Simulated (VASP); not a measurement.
Input of a VASP 6.6.1 run:

File INCAR:

```
PREC     = Accurate       # precision mode
ENCUT    = 520            # plane-wave cutoff, eV
EDIFF    = 1E-7           # SCF threshold, eV
ISMEAR   = 0              # smearing method
SIGMA    = 0.05           # smearing width, eV
LREAL    = F              # projectors in reciprocal space
LASPH    = T              # aspherical terms in the spheres
NELM     = 150            # most SCF steps
ALGO     = Normal         # electronic algorithm
ISIF     = 2              # what is computed and relaxed
LWAVE    = F              # write WAVECAR
LCHARG   = F              # write CHGCAR
ISPIN    = 2              # spin polarisation
MAGMOM   = 7.72 0         # initial moments
LORBIT   = 11             # projections on sites
LMAXMIX  = 6              # l up to which the mixer works
LDAU     = T              # DFT+U
LDAUTYPE = 2            
LDAUL    = 3 -1           # shell
LDAUU    = 6 0            # U, eV
LDAUJ    = 0 0          
LDAUPRINT= 1            
GGA      = PE             # functional
NBANDS   = 23             # bands
```

The input KPOINTS:

```
regular mesh
0
Gamma
  6 6 6
```

POSCAR

```
GdO
1.0
    0.0000000000      2.7000000000      2.7000000000
    2.7000000000      0.0000000000      2.7000000000
    2.7000000000      2.7000000000      0.0000000000
Gd O
1 1
Direct
    0.0000000000      0.0000000000      0.0000000000
    0.2500000000      0.2500000000      0.2500000000
```

Potentials or basis: VASP PAW PBE potentials, release 64 (Gd, O).

Run with:

```bash
$ cat potpaw_PBE.64/Gd/POTCAR potpaw_PBE.64/O/POTCAR > POTCAR
$ mpirun -np 1 vasp_std > vasp.out
```

**Question.** Estimate the net moment.

**Answer.** 7.92 μB per cell.

**Question.** Predict the site moments.

**Answer.** Gd +7.07; O +0.01 μB.

**Question.** What does it give for the pressure?

**Answer.** -0.1 GPa.

Eigenvalues of the final occupation matrices:
| site | spin | trace | eigenvalues |
| --- | --- | --- | --- |
| site 1 f | 1 | 6.95 | 0.99 0.99 0.99 0.99 0.99 0.99 1.00 |
| site 1 f | 2 | 0.03 | 0.00 0.00 0.00 0.00 0.00 0.00 0.01 |

Caveat: spin-orbit coupling is left out, which moves the levels of the heavy elements; a cell with one magnetic atom can't hold antiferromagnetic order, which such compounds often take. The state reached can hang on the start; a lower one may exist.
